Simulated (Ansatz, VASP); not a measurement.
## Two plane-wave programs on SrTiO3

INCAR

```
SYSTEM = SrTiO3
PREC     = Accurate       ! precision mode
ENCUT    = 520            ! plane-wave cutoff, eV
EDIFF    = 1E-6           ! SCF threshold, eV
ISMEAR   = 0              ! smearing method
SIGMA    = 0.05           ! smearing width, eV
LREAL    = .False.        ! projectors in reciprocal space
LASPH    = .True.         ! aspherical terms in the spheres
NELM     = 80             ! most SCF steps
ALGO     = Normal         ! electronic algorithm
ISIF     = 2              ! what is computed and relaxed
LWAVE    = .False.        ! write WAVECAR
LCHARG   = .False.        ! write CHGCAR
GGA      = PE             ! functional
NBANDS   = 28             ! bands
```

KPOINTS

```
regular mesh
0
Gamma
  8 8 8
  0 0 0
```

Contents of POSCAR:

```
SrTiO3
1.0
    4.0544956752      0.0000000000      0.0000000000
    0.0000000000      4.0544956752      0.0000000000
    0.0000000000      0.0000000000      3.9954496217
Sr Ti O
1 1 3
Direct
    0.0000000000      0.0000000000      0.0000000000
    0.5000000000      0.5000000000      0.5000000000
    0.0000000000      0.5000000000      0.5000000000
    0.5000000000      0.0000000000      0.5000000000
    0.5000000000      0.5000000000      0.0000000000
```

Input for Ansatz:

```yaml
crystal:
  lattice:
    - [4.0544956752, 0.0, 0.0]
    - [0.0, 4.0544956752, 0.0]
    - [0.0, 0.0, 3.9954496217]
  atoms:
    - { symbol: Sr, position: [0.0, 0.0, 0.0] }
    - { symbol: Ti, position: [0.5, 0.5, 0.5] }
    - { symbol: O, position: [0.0, 0.5, 0.5] }
    - { symbol: O, position: [0.5, 0.0, 0.5] }
    - { symbol: O, position: [0.5, 0.5, 0.0] }
basis:
  ecutwfc: 420
kpoints:
  mp_grid: { grid: [8, 8, 8] }
hamiltonian:
  xc: pbe
scf:
  occupations: { method: gaussian, width: 0.05 }
output:
  forces: true
  stress: true
  eigenvalues: true
```

Change from the starting cell: strain +0.030 along x and y, +0.015 along z, atoms carried along.

Alike in both runs: task single point; functional PBE; k mesh 8 × 8 × 8; occupations gaussian, width 0.05 eV; no spin polarisation.

|  | VASP | Ansatz |
| --- | --- | --- |
| version | VASP 6.6.1 | Ansatz 0.2.0 |
| potentials or method | VASP PAW PBE potentials, release 64 (Sr_sv, Ti_sv, O), cutoff 520 eV | scalar-relativistic, plane waves, PAW |
| valence electrons in the cell | 40 | 40 |

VASP gave:

```
gap on the k mesh at the Fermi level (eV)                     : 1.65
least direct gap on the mesh (eV)                             : 2.05
pressure (GPa)                                                : -10.2
traceless stress, the component that is largest in VASP (GPa) : 1.53
```

Question: Estimate Ansatz's values.

Answer: gap on the k mesh at the Fermi level (eV): 1.67; least direct gap on the mesh (eV): 2.07; pressure (GPa): -10.7; traceless stress, the component that is largest in VASP (GPa): 1.50.
